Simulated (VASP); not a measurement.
# MgO (Fm-3m) in VASP: relaxation of cell and atoms with LDA

Aim: the relaxation of cell and atoms of MgO with LDA.

Program: VASP 6.6.1. These are calculated values, not measurements. Logs are shortened: lines on timing, memory, paths and dates and some standing lists are left out, and cuts for length are marked.

### 1 The cell of the first run

It takes space group Fm-3m (No. 225, cubic). The conventional cell has a = 4.270 Å, b = 4.270 Å, c = 4.270 Å, α = 90.00°, β = 90.00°, γ = 90.00°. Within 2.8 Å of Mg (site symmetry m-3m) lie 6 O at 2.14 Å. O (site symmetry m-3m) has 6 Mg at 2.14 Å within 2.8 Å.

### 2 Relaxation of cell and atoms, LDA

Contents of INCAR:

```
  PREC = Accurate
  ENCUT = 840
  EDIFF = 1E-7
  ISMEAR = 0
  SIGMA = 0.1
  LREAL = False
  LASPH = True
  NELM = 120
  ALGO = Normal
  ISIF = 3
  LWAVE = False
  LCHARG = False
  IBRION = 2
  NSW = 100
  EDIFFG = -0.05
  GGA_COMPAT = False
  NELMIN = 4
```

Contents of KPOINTS:

```
Automatic mesh
0
Gamma
  8 8 8
```

Contents of POSCAR:

```
MgO
1.0
    0.0000000000      2.1351500000      2.1351500000
    2.1351500000      0.0000000000      2.1351500000
    2.1351500000      2.1351500000      0.0000000000
Mg O
1 1
Direct
    0.0000000000      0.0000000000      0.0000000000
    0.5000000000      0.5000000000      0.5000000000
```

Potentials or basis: VASP PAW LDA potentials, release 64 (Mg_sv, O).

On the command line:

```sh
$ cat potpaw_LDA.64/Mg_sv/POTCAR potpaw_LDA.64/O/POTCAR > POTCAR
$ mpirun -np 1 vasp_std > vasp.out
```

OUTCAR:

```text
PREC = Accurate
   ENCUT = 840
   EDIFF = 1E-7
   ISMEAR = 0
   LREAL = False
   LASPH = True
   NELM = 120
   ISIF = 3
   IBRION = 2
   NSW = 100
   EDIFFG = -0.05
   NELMIN = 4

 ion  position               nearest neighbor table
   1  0.000  0.000  0.000-
   2  0.500  0.500  0.500-

  LATTYP: Found a face centered cubic cell.
 ALAT       =     4.2703000000

  Lattice vectors:

 A1 = (   0.0000000000,   2.1351500000,   2.1351500000)
 A2 = (   2.1351500000,   0.0000000000,   2.1351500000)
 A3 = (   2.1351500000,   2.1351500000,   0.0000000000)

Analysis of symmetry for initial positions (statically):
=====================================================================
 Subroutine PRICEL returns:
 Original cell was already a primitive cell.

 Routine SETGRP: Setting up the symmetry group for a
 face centered cubic supercell.

 Subroutine GETGRP returns: Found 48 space group operations
 (whereof 48 operations were pure point group operations)
 out of a pool of 48 trial point group operations.

The static configuration has the point symmetry O_h .

Analysis of symmetry for dynamics (positions and initial velocities):
=====================================================================
 Subroutine PRICEL returns:
 Original cell was already a primitive cell.

 Routine SETGRP: Setting up the symmetry group for a
 face centered cubic supercell.

 Subroutine GETGRP returns: Found 48 space group operations
 (whereof 48 operations were pure point group operations)
 out of a pool of 48 trial point group operations.

The dynamic configuration has the point symmetry O_h .

 Subroutine INISYM returns: Found 48 space group operations
 (whereof 48 operations are pure point group operations),
 and found     1 'primitive' translations

----------------------------------------------------------------------------------------

                                     Primitive cell

  volume of cell :      19.4677

  direct lattice vectors                    reciprocal lattice vectors
     0.000000000  2.135150000  2.135150000    -0.234175585  0.234175585  0.234175585
     2.135150000  0.000000000  2.135150000     0.234175585 -0.234175585  0.234175585
     2.135150000  2.135150000  0.000000000     0.234175585  0.234175585 -0.234175585
[... 96 lines left out ...]
   NUPDOWN=      -1.0000    fix difference up-down
   EMIN   =  10.00;   EMAX   =-10.00  energy-range for DOS
   EFERMI =   0.00;   METHOD = LEGACY
   ISMEAR =     0;   SIGMA  =   0.10  broadening in eV -4-tet -1-fermi 0-gaus
   EFERMI_NEDOS =   21; number of points for ismear=-14 and -15
   IALGO  =     38    algorithm
   IMIX   =      4    mixing-type and parameters
     AMIX     =   0.40;   BMIX     =  1.00
     AMIX_MAG =   1.60;   BMIX_MAG =  1.00
  volume/ion in A,a.u.               =       9.73        65.69
  Fermi-wavevector in a.u.,A,eV,Ry     =   1.533474  2.897846 31.994681  2.351543
  Thomas-Fermi vector in A             =   2.640536
   LORBIT       =      0    0 simple, 1 ext, 2 COOP (PROOUT), +10 PAW based schemes
   GGA     = CA    functional components
   LHFCALC =     F    Hartree Fock is set to
   AEXX    =    0.0000 exact exchange contribution
   IVDW    =     0    specifies the selected vdW correction
   LEPSILON=     F    determine dielectric tensor
   LRPA    =     F    only Hartree local field effects (RPA)
 conjugate gradient relaxation of ions
 non-spin polarized calculation
 Gauss-broadening in eV      SIGMA  =   0.10
  energy-cutoff  :      840.00
  volume of cell :       19.47
 maximum number of plane-waves:      1090
 NGX is ok and might be reduce to    30
   NGX = 15   NGY = 15   NGZ = 15

--------------------------------------- Ionic step        1  -------------------------------------------

 number of electron      15.9999993 magnetization

 Free energy of the ion-electron system (eV)
  ---------------------------------------------------
  ext. energy  EPLUGINS =         0.00000000
  ---------------------------------------------------
  free energy    TOTEN  =       -13.18561270 eV

  energy without entropy =      -13.18561270  energy(sigma->0) =      -13.18561270

------------------------ aborting loop because EDIFF is reached ----------------------------------------

  FORCE on cell =-STRESS in cart. coord.  units (eV):
  Direction    XX          YY          ZZ          XY          YZ          ZX
  --------------------------------------------------------------------------------------
  -------------------------------------------------------------------------------------
  Total       -1.3553867     -1.3553867     -1.3553867      0.0000000      0.0000000      0.0000000
  in kB     -111.5471868   -111.5471868   -111.5471868      0.0000000      0.0000000      0.0000000
  external PRESSURE =    -111.5471868 kB  Pullay stress =       0.0000000 kB
[... 59 lines left out ...]
--------------------------------------- Ionic step        3  -------------------------------------------

 number of electron      16.0000005 magnetization

 Free energy of the ion-electron system (eV)
  ---------------------------------------------------
  ext. energy  EPLUGINS =         0.00000000
  ---------------------------------------------------
  free energy    TOTEN  =       -13.23713059 eV

  energy without entropy =      -13.23713059  energy(sigma->0) =      -13.23713059

 E-fermi :   3.3339     XC(G=0): -12.1050

 val. band max:        2.8233822392   @ k =   0.0000   0.0000   0.0000
 cond. band min:       7.8191054660   @ k =   0.0000   0.0000   0.0000
 fundamental gap:      4.9957232268
 Fermi energy:         3.3339257125

 k-point     1 :       0.0000    0.0000    0.0000
  band No.  band energies     occupation
      1     -68.4062      2.00000
      2     -35.8620      2.00000
      3     -35.8620      2.00000
      4     -35.8620      2.00000
      5     -14.3362      2.00000
      6       2.8234      2.00000
      7       2.8234      2.00000
      8       2.8234      2.00000
      9       7.8191      0.00000
     10      18.5332      0.00000
     11      18.5332      0.00000
     12      18.5332      0.00000
[... 331 lines left out ...]
 k-point    24 :      -0.3750    0.2500    0.1250
  band No.  band energies     occupation
      1     -68.3931      2.00000
      2     -35.9495      2.00000
      3     -35.8979      2.00000
      4     -35.8811      2.00000
      5     -12.7132      2.00000
      6      -1.3695      2.00000
      7       0.7855      2.00000
      8       1.7720      2.00000
      9      12.5611      0.00000
     10      15.1384      0.00000
     11      16.4011      0.00000
     12      19.8237      0.00000

 [... further k-points ...]
[... 5 lines left out ...]
  --------------------------------------------------------------------------------------
  -------------------------------------------------------------------------------------
  Total        0.0049776      0.0049776      0.0049776     -0.0000000      0.0000000     -0.0000000
  in kB        0.4412221      0.4412221      0.4412221     -0.0000000      0.0000000     -0.0000000
  external PRESSURE =       0.4412221 kB  Pullay stress =       0.0000000 kB
[... 17 lines left out ...]
  FREE ENERGIE OF THE ION-ELECTRON SYSTEM (eV)
  ---------------------------------------------------
  free  energy   TOTEN  =       -13.2371305914 eV

  energy  without entropy=      -13.2371305914  energy(sigma->0) =      -13.23713059

 reached required accuracy - stopping structural energy minimisation
```

OSZICAR:

```text
N       E                     dE             d eps       ncg     rms          rms(c)
DAV:   1     0.150509496002E+03    0.15051E+03   -0.13505E+04   696   0.215E+03
DAV:   2    -0.872702588081E+01   -0.15924E+03   -0.15211E+03   792   0.479E+02
DAV:   3    -0.146910637221E+02   -0.59640E+01   -0.59304E+01   864   0.944E+01
[... 26 lines left out ...]
DAV:   4    -0.132368163222E+02    0.24327E-03   -0.30915E-03   952   0.549E-01    0.543E-02
DAV:   5    -0.132370946206E+02   -0.27830E-03   -0.80819E-04   936   0.377E-01    0.342E-02
DAV:   6    -0.132371408748E+02   -0.46254E-04   -0.75659E-05   984   0.112E-01    0.803E-03
DAV:   7    -0.132371306228E+02    0.10252E-04   -0.16133E-05   816   0.775E-02    0.211E-03
DAV:   8    -0.132371305914E+02    0.31331E-07   -0.28184E-07   732   0.783E-03
   3 F= -.13237131E+02 E0= -.13237131E+02  d E =-.515179E-01
```

CONTCAR:

```text
MgO
   1.00000000000000
     0.0000000000000000    2.0829622395047660    2.0829622395047660
     2.0829622395047660    0.0000000000000000    2.0829622395047660
     2.0829622395047660    2.0829622395047660    0.0000000000000000
  Mg              O
     1     1
Direct
     0.0000000000000000    0.0000000000000000    0.0000000000000000
     0.5000000000000000    0.5000000000000000    0.5000000000000000

  0.00000000E+00  0.00000000E+00  0.00000000E+00
  0.00000000E+00  0.00000000E+00  0.00000000E+00
```

Run time: 29 s. Hardware: 1 thread of Intel Xeon Platinum 8259CL at 2.50GHz (Skylake/Cascade Lake), shared host; peak memory 0.15 GiB.

Results:

```yaml
Free_energy: -13.2371 eV
Relaxed_volume: 9.04 Å³/atom
Relaxed_cell: a = 2.946 Å, b = 2.946 Å, c = 2.946 Å, α = 60.00°, β = 60.00°, γ = 60.00°
Space_group_after_relaxing_to_0.1_Å: Fm-3m (No. 225)
Energy_gained_by_relaxing: 25.8 meV/atom
Ionic_steps: 3
Pressure_after_relaxing: 0.0 GPa
Band_gap_on_the_k_mesh: 5.00 eV
```

The path:
```csv
step,energy change (eV),largest force (eV/Å),pressure (GPa),volume (Å³)
1,0.0000,0.0000,-11.15,19.47
2,-0.0449,0.0000,4.68,17.62
3,-0.0515,0.0000,0.04,18.07
```

Final structure:
```yaml
crystal:
  lattice:
    - [0.00000, 2.08296, 2.08296]
    - [2.08296, 0.00000, 2.08296]
    - [2.08296, 2.08296, 0.00000]
  atoms:
    - { symbol: Mg, position: [0.00000, 0.00000, 0.00000] }
    - { symbol: O, position: [0.50000, 0.50000, 0.50000] }
```

A hybrid or GW would open this gap; LDA tends to underestimate it. LDA usually gives volumes a few per cent too small.
